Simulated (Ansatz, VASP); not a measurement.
# One calculation of Ba3Lu, two programs

Contents of INCAR:

```
SYSTEM = Ba3Lu
PREC = Accurate
ENCUT = 600
EDIFF = 1E-6
ISMEAR = 0
SIGMA = 0.1
LREAL = .False.
LASPH = .True.
NELM = 120
ALGO = Normal
ISIF = 2
LWAVE = .False.
LCHARG = .True.
GGA = PE
LELF = .True.
LVHAR = .True.
NBANDS = 36
GGA_COMPAT = .False.
```

Contents of KPOINTS:

```
regular mesh
0
Gamma
  4 4 4
  0 0 0
```

The input POSCAR:

```
Ba3Lu
1.0
    5.6414056300      0.0000000000      0.0000000000
    0.0000000000      5.6414056300      0.0000000000
    0.0000000000      0.0000000000      5.6414056300
Ba Lu
3 1
Direct
    0.0000000000      0.5000000000      0.5000000000
    0.5000000000      0.0000000000      0.5000000000
    0.5000000000      0.5000000000      0.0000000000
    0.0000000000      0.0000000000      0.0000000000
```

Input for Ansatz:

```yaml
crystal:
  lattice:
    - [5.64140563, 0.0, 0.0]
    - [0.0, 5.64140563, 0.0]
    - [0.0, 0.0, 5.64140563]
  atoms:
    - { symbol: Ba, position: [0.0, 0.5, 0.5] }
    - { symbol: Ba, position: [0.5, 0.0, 0.5] }
    - { symbol: Ba, position: [0.5, 0.5, 0.0] }
    - { symbol: Lu, position: [0.0, 0.0, 0.0] }
basis:
  ecutwfc: 420
kpoints:
  mp_grid: { grid: [4, 4, 4] }
hamiltonian:
  xc: pbe
scf:
  occupations: { method: gaussian, width: 0.1 }
  lower_state_search: "off"
output:
  forces: true
  stress: true
  eigenvalues: true
```

Change from the starting cell: species swapped into the Ca3Cd type (Pm-3m, No. 221).

Alike in both runs: task single point; functional PBE; k mesh 4 × 4 × 4; occupations gaussian, width 0.1 eV; no spin polarisation.

```csv
,VASP,Ansatz
version,VASP 6.6.1,Ansatz 0.2.0
potentials or method,"VASP PAW PBE potentials, release 64 (Ba_sv, Lu), cutoff 600 eV","scalar-relativistic, plane waves, PAW"
valence electrons in the cell,55,55
```

Ansatz gave:

- gap on the k mesh at the Fermi level (eV): none
- pressure (GPa): 1.8

Question: Which values does VASP return?

Answer: gap on the k mesh at the Fermi level (eV): none; pressure (GPa): 2.0.

A gap of «none» marks a metal or a gap that the smearing closes.

Neither program's run includes spin-orbit coupling.
